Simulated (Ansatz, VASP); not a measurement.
## One calculation of Ta3BiO3, two programs

```
Ta Bi O
1.0
    -3.99224    3.12655    0.00251
    -3.99153   -3.12637    0.00063
    -2.99806    0.00052    4.90995
Ta Bi O
3 1 3
Direct
  0.35380 0.35318 0.12658
  0.29055 0.74994 0.43330
  0.74994 0.29068 0.43316
  0.79649 0.79665 0.94843
  0.49331 0.04388 0.44855
  0.04399 0.49353 0.44799
  0.44607 0.44628 0.73410
```

Change from the starting cell: cell x1, atoms moved at random (sigma 0.1 Å) and cell strained at random (1.5 %), then relaxed without symmetry.

Alike in both runs: functional PBE; k mesh 6 × 6 × 4; occupations gaussian, width 0.2 eV; no spin polarisation.

Ansatz relaxed the structure, and its values are those at the end. VASP's run is a single point on that final structure, the one shown.

```csv
,VASP,Ansatz
version,VASP 6.6.1,Ansatz 0.2.0
potentials or method,"VASP PAW PBE potentials, release 64 (Ta_pv, Bi_d, O), cutoff 520 eV","scalar-relativistic, plane waves, PAW"
valence electrons in the cell,66,72
```

Ansatz gave:

* gap on the k mesh at the Fermi level (eV): none
* pressure (GPa): -0.1
* rms of the force components (eV/Å): 0.007

Task: Which values does VASP return?

Result: gap on the k mesh at the Fermi level (eV): none; pressure (GPa): 0.2; rms of the force components (eV/Å): 0.020.

A gap of «none» marks a metal or a gap that the smearing closes. The functional is the same, so the differences come from potentials, cutoffs and numerics. VASP's potentials hold 66 valence electrons a cell and Ansatz's 72, so a difference there can come from the potentials and not from the codes.

Neither program's run includes spin-orbit coupling.
